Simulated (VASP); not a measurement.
Input of a VASP 6.6.1 run:

Contents of INCAR:

```
SYSTEM = Re
PREC = Accurate
ENCUT = 600
EDIFF = 1E-6
ISMEAR = -1
SIGMA = 0.05
LREAL = .FALSE.
LASPH = .TRUE.
NELM = 100
ALGO = Normal
ISIF = 3
LWAVE = .FALSE.
LCHARG = .FALSE.
GGA = B5
ALDAX = 1.0
AGGAX = 1.0
AGGAC = 1.0
ALDAC = 0.0
IVDW = 13
VDW_S6 = 1.0
VDW_S8 = 2.34076671
VDW_A1 = 0.44488865
VDW_A2 = 4.0933009
IBRION = 2
NSW = 60
EDIFFG = -0.01
```

File KPOINTS:

```
Automatic mesh
0
G
  11 11 6
  0 0 0
```

The input POSCAR:

```
Re
1.0
    2.7608000000      0.0000000000      0.0000000000
   -1.3804000000      2.3909229348      0.0000000000
    0.0000000000      0.0000000000      4.4582000000
Re
2
Direct
    0.6666666667      0.3333333333      0.7500000000
    0.3333333333      0.6666666667      0.2500000000
```

Potentials or basis: VASP PAW PBE potentials, release 64 (Re).

Command:

```console
$ cat potpaw_PBE.64/Re/POTCAR > POTCAR
$ mpirun -np 1 vasp_std > vasp.out
```

**Question.** Predict the band gap on the k mesh.

**Answer.** Zero (bands 7 and 8 overlap by 3.24 eV).

**Question.** Estimate the relaxed volume.

**Answer.** 15.02 Å³/atom.

**Question.** What does it give for the space group after relaxing (to 0.1 Å)?

**Answer.** P6_3/mmc (No. 194).

**Question.** What does it give for the dispersion energy per atom?

**Answer.** -1.313 eV.

Final structure:
```yaml
crystal:
  lattice:
    - [2.78197, 0.00000, 0.00000]
    - [-1.39099, 2.40926, 0.00000]
    - [0.00000, 0.00000, 4.48147]
  atoms:
    - { symbol: Re, position: [0.66667, 0.33333, 0.75000] }
    - { symbol: Re, position: [0.33333, 0.66667, 0.25000] }
```

Caveat: the PAW data sets were made with another functional, which shifts forces and pressure a little; spin-orbit coupling is left out, which moves the levels of the heavy elements. Zero-point motion and thermal expansion aren't in these numbers.
